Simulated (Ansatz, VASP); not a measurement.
## C in VASP and in Ansatz

Contents of INCAR:

```
SYSTEM = C
PREC = Accurate
ENCUT = 520
EDIFF = 1E-6
ISMEAR = -1
SIGMA = 0.05
LREAL = .FALSE.
LASPH = .TRUE.
NELM = 60
ALGO = Normal
ISIF = 2
LWAVE = .FALSE.
LCHARG = .FALSE.
GGA = PE
NBANDS = 11
```

The input KPOINTS:

```
Automatic mesh
0
G
  12 12 3
  0 0 0
```

POSCAR

```
C
1.0
    2.4561701622      0.0000000000      0.0000000000
   -1.2280850811      2.1271057565      0.0000000000
    0.0000000000      0.0000000000      8.5238033600
C
2
Direct
    0.6562970000      0.3347220000     -0.0005970000
    0.3241040000      0.6627440000     -0.0010040000
```

File input.yaml:

```yaml
crystal:
  lattice:
    - [2.4561701622, 0.0, 0.0]
    - [-1.2280850811, 2.1271057565, 0.0]
    - [0.0, 0.0, 8.52380336]
  atoms:
    - { symbol: C, position: [0.656297, 0.334722, -0.000597] }
    - { symbol: C, position: [0.324104, 0.662744, -0.001004] }
kpoints:
  mp_grid: { grid: [12, 12, 3] }
scf:
  occupations: { method: fermi_dirac, width: 0.05 }
hamiltonian:
  xc: pbe
  pseudopotentials: { kind: all_electron, lapw: { basis_error: 0.001 } }
output:
  forces: true
  stress: true
  eigenvalues: true
  populations: true
```

Change from the starting cell: atoms moved at random, drawn with an rms of 0.05 Å.

Alike in both runs: task single point; functional PBE; k mesh 12 × 12 × 3; occupations fermi-dirac, width 0.05 eV; no spin polarisation.

|  | VASP | Ansatz |
| --- | --- | --- |
| version | VASP 6.6.1 | Ansatz 0.2.0 |
| potentials or method | VASP PAW PBE potentials, release 64 (C), cutoff 520 eV | all-electron LAPW, scalar-relativistic |

```tsv
	VASP	Ansatz	Ansatz less VASP
gap on the k mesh at the Fermi level (eV)	0.20	0.20	0.000
least direct gap on the mesh (eV)	0.20	0.20	0.000
rms of the force components (eV/Å)	0.406	0.405	-0.0009
```

Atom by atom the forces differ by 0.001 eV/Å (rms over components). Ansatz ran all-electron here, and VASP with PAW potentials.
